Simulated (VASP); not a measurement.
Write the native input for VASP 6.6.1 that does the following.

```
Task                   : single point
Functional             : PBEsol
Potentials or basis    : VASP PAW PBE potentials, release 64 (Sr_sv, O)
Cutoff                 : 600 eV
k mesh                 : 10 × 10 × 10
Occupations            : gaussian, width 0.01 eV
Spin                   : no spin polarisation
Dipole correction      : no
Further INCAR settings : ALGO = Normal; EDIFF = 1e-06; NBANDS = 15
```

The structure of SrO (k07) lies in POSCAR:

```
SrO
1.0
    0.0000000000      2.5613322646      2.5613322646
    2.5613322646      0.0000000000      2.5613322646
    2.5613322646      2.5613322646      0.0000000000
Sr O
1 1
Direct
    0.0000000000      0.0000000000      0.0000000000
    0.5000000000      0.5000000000      0.5000000000
```

The input as run:

INCAR

```
SYSTEM = SrO
ALGO = Normal ; EDIFF = 1E-6
ENCUT = 600 ; GGA = PS
GGA_COMPAT = .FALSE. ; ISIF = 2
ISMEAR = 0 ; LASPH = .TRUE.
LCHARG = .FALSE. ; LREAL = .FALSE.
LWAVE = .FALSE. ; NBANDS = 15
NELM = 120 ; PREC = Accurate
SIGMA = 0.01
```

KPOINTS

```
k-points
0
G
  10 10 10
  0 0 0
```

Potentials or basis: VASP PAW PBE potentials, release 64 (Sr_sv, O).

Command:

```sh
$ cat potpaw_PBE.64/Sr_sv/POTCAR potpaw_PBE.64/O/POTCAR > POTCAR
$ mpirun -np 1 vasp_std > vasp.out
```

Results of the run:

```
Pressure               : 0.5 GPa
Band gap on the k mesh : 3.15 eV, indirect (least direct gap 3.23 eV)
```

Caveat: the PAW data sets were made with another functional, which shifts forces and pressure a little.

It took 32 s on 1 thread of Intel Xeon 6975P-C, on a shared host, peak memory 0.19 GiB.
